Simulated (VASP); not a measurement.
ZnO, 2 atoms in the cell. It takes space group I4/mmm (No. 139, tetragonal). The conventional cell has a = 2.991 Å, b = 2.991 Å, c = 4.556 Å, α = 90.00°, β = 90.00°, γ = 90.00°. Within 2.8 Å of Zn (site symmetry 4/mmm) lie 6 O at 2.12 to 2.28 Å. Within 2.8 Å of O (site symmetry 4/mmm) lie 6 Zn at 2.12 to 2.28 Å.  This cell differs from its parent crystal: strain -0.025 along x and y, +0.050 along z.

| Item | Value |
| --- | --- |
| Program | VASP 6.6.1 |
| Task | single point |
| Functional | LDA |
| Potentials or basis | VASP PAW LDA potentials, release 64 (Zn, O) |
| Cutoff | 520 eV |
| k mesh | 12 × 12 × 12 |
| Occupations | gaussian, width 0.05 eV |
| Spin | no spin polarisation |
| Dipole correction | no |
| Further INCAR settings | ALGO = Normal; EDIFF = 1e-07; NBANDS = 16 |

Potentials or basis: VASP PAW LDA potentials, release 64 (Zn, O).

The run is started by

```bash
$ cat potpaw_LDA.64/Zn/POTCAR potpaw_LDA.64/O/POTCAR > POTCAR
$ mpirun -np 1 vasp_std > vasp.out
```

Hardware: 1 thread of Intel Xeon 8259CL (shared host).

Problem. How long does it take, and how much memory?

Solution. It took 29 s on 1 thread of Intel Xeon 8259CL, with other jobs on the host, peak memory 0.17 GiB. Counts: scf iterations 13, k points 163.
